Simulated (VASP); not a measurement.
ZnSe: relaxation of cell and atoms with LDA

ZnSe:

```xyz
2
Lattice="2.7838 2.7838 0.0000 -2.7838 2.7838 0.0000 0.0000 2.7838 2.7838" Properties=species:S:1:pos:R:3 pbc="T T T"
Zn    0.0000    0.0000    0.0000
Se    1.3919    4.1756    1.3919
```

| Quantity | Value |
| --- | --- |
| Program | VASP 6.6.1 |
| Task | relaxation of cell and atoms |
| Functional | LDA |
| Potentials or basis | VASP PAW LDA potentials, release 64 (Zn, Se) |
| Cutoff | 600 eV |
| k mesh | 8 × 8 × 8 |
| Occupations | gaussian, width 0.01 eV |
| Spin | no spin polarisation |
| Target pressure | 15 GPa |
| Dipole correction | no |
| Further INCAR settings | ALGO = Normal; EDIFF = 1e-07; IBRION = 2; EDIFFG = -0.002; NSW = 100; ISIF = 3 |

| Property | Result |
| --- | --- |
| Relaxed volume | 18.67 Å³/atom |
| Relaxed cell | a = 3.752 Å, b = 3.752 Å, c = 3.752 Å, α = 60.00°, β = 60.00°, γ = 90.00° |
| Space group after relaxing (to 0.1 Å) | F-43m (No. 216) |
| Energy change on relaxing (the run minimises the enthalpy) | +122.3 meV/atom |
| Ionic steps | 7 |
| Pressure after relaxing | 15.0 GPa |
| Band gap on the k mesh | 1.93 eV |

The path:
| step | energy change (eV) | largest force (eV/Å) | pressure (GPa) | volume (Å³) |
| --- | --- | --- | --- | --- |
| 1 | 0.0000 | 0.0000 | 0.33 | 43.14 |
| 2 | 1.1740 | 0.0000 | 43.76 | 31.95 |
| 3 | 0.2287 | 0.0000 | 14.37 | 37.52 |
| 4 | 0.2421 | 0.0000 | 14.93 | 37.37 |
| 5 | 0.2525 | 0.0000 | 15.32 | 37.26 |
| 6 | 0.2357 | 0.0000 | 14.61 | 37.44 |
| 7 | 0.2446 | 0.0000 | 15.01 | 37.34 |

Final structure:
```cif
data_structure
_symmetry_space_group_name_H-M 'P 1'
_symmetry_Int_Tables_number 1
_cell_length_a 3.7519
_cell_length_b 3.7519
_cell_length_c 3.7519
_cell_angle_alpha 60.000
_cell_angle_beta 60.000
_cell_angle_gamma 90.000
_cell_volume 37.34
loop_
_atom_site_label
_atom_site_type_symbol
_atom_site_fract_x
_atom_site_fract_y
_atom_site_fract_z
_atom_site_occupancy
Zn1 Zn 0.00000 0.00000 0.00000 1
Se1 Se 0.75000 0.25000 0.50000 1
```

Levels at points of the mesh, in eV from the valence-band top:
```tsv
k point	band 5	band 6	band 7	band 8	band 9	band 10	band 11	band 12	band 13
(0.00, 0.00, 0.00)	-7.05	-7.05	0.00	0.00	0.00	1.93	5.58	5.58	5.58
(0.50, 0.00, 0.00)	-7.02	-6.85	-6.69	-1.21	-1.21	2.71	6.19	6.19	8.72
(0.50, 0.50, 0.00)	-6.97	-6.79	-5.75	-3.02	-3.02	2.31	3.19	12.17	12.51
```

Run time: 2.1 min on 1 thread of Intel Xeon 8259CL, on a shared host, peak memory 0.18 GiB.

Caveat: the cell is relaxed towards a set pressure, so the run minimises the enthalpy, not the energy. Zero-point motion and thermal expansion aren't in these numbers.
